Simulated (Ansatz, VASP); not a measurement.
## One calculation of MgO, two programs

```
Mg O
1.0
     3.31529    0.00000    0.00000
    -1.65764    2.87112    0.00000
     0.00000    0.00000    5.12155
Mg O
2 2
Cartesian
  0.0000 1.9312 0.0324
  1.6576 0.9742 2.5931
  0.0000 1.8881 2.0398
  1.6576 0.9310 4.6006
```

Change from the starting cell: mode 11 frozen in at -0.026 Å, equal normal strain along x, y and z +0.0000.

Alike in both runs: task single point; functional PBE; k mesh 9 × 9 × 6; occupations gaussian, width 0.05 eV; no spin polarisation.

|  | VASP | Ansatz |
| --- | --- | --- |
| version | VASP 6.6.1 | Ansatz 0.2.0 |
| potentials or method | VASP PAW PBE potentials, release 64 (Mg, O), cutoff 520 eV | scalar-relativistic, plane waves, PAW |
| valence electrons in the cell | 16 | 32 |

Ansatz gave:

- gap on the k mesh at the Fermi level (eV): 3.41
- least direct gap on the mesh (eV): 3.41
- pressure (GPa): 0.1
- traceless stress, the component that is largest in VASP (GPa): -1.02
- rms of the force components (eV/Å): 0.223

**Question.** What did VASP give for the same quantities?

**Answer.** gap on the k mesh at the Fermi level (eV): 3.39; least direct gap on the mesh (eV): 3.39; pressure (GPa): -0.3; traceless stress, the component that is largest in VASP (GPa): -1.03; rms of the force components (eV/Å): 0.225.

Atom by atom the forces differ by 0.002 eV/Å (rms over components). VASP's potentials hold 16 valence electrons a cell and Ansatz's 32, so a difference there can come from the potentials and not from the codes.
